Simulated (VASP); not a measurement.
Wanted: the native input for a VASP 6.6.1 run.

```
Task                   : single point
Functional             : PBEsol
Potentials or basis    : VASP PAW PBE potentials, release 64 (Be)
Cutoff                 : 520 eV
k mesh                 : 13 × 13 × 13
Occupations            : fermi-dirac, width 0.1 eV
Spin                   : no spin polarisation
Dipole correction      : no
Further INCAR settings : ALGO = Normal; EDIFF = 1e-06; NBANDS = 9
```

The structure of Be lies in POSCAR:

```
Be
1.0
    0.0000000000      2.4697207854      2.4697207854
    2.4697207854      0.0000000000      2.4697207854
    2.4697207854      2.4697207854      0.0000000000
Be
2
Direct
    0.1250000000      0.1250000000      0.1250000000
    0.8750000000      0.8750000000      0.8750000000
```

This cell differs from its parent crystal: volume scaled by 1.04.

One way to write it, as run:

INCAR

```
SYSTEM = Be
PREC = Accurate
ENCUT = 520
EDIFF = 1E-6
ISMEAR = -1
SIGMA = 0.1
LREAL = .False.
LASPH = .True.
NELM = 80
ALGO = Normal
ISIF = 2
LWAVE = .False.
LCHARG = .True.
GGA = PS
LELF = .True.
LVHAR = .True.
NBANDS = 9
```

KPOINTS

```
Automatic mesh
0
Gamma
  13 13 13
  0 0 0
```

Potentials or basis: VASP PAW PBE potentials, release 64 (Be).

Run with:

```bash
$ cat potpaw_PBE.64/Be/POTCAR > POTCAR
$ mpirun -np 1 vasp_std > vasp.out
```

It gave:

```yaml
Pressure: -1.6 GPa
Band_gap_on_the_k_mesh: zero (band 2 reaches 6.35 eV, above the bottom of band 3 at 0.34 eV)
```

Caveat: the PAW data sets were made with another functional, which shifts forces and pressure a little.

It took 17 s on 1 thread of AMD EPYC 7R13 Processor (Zen 3), on a shared host, peak memory 0.13 GiB.
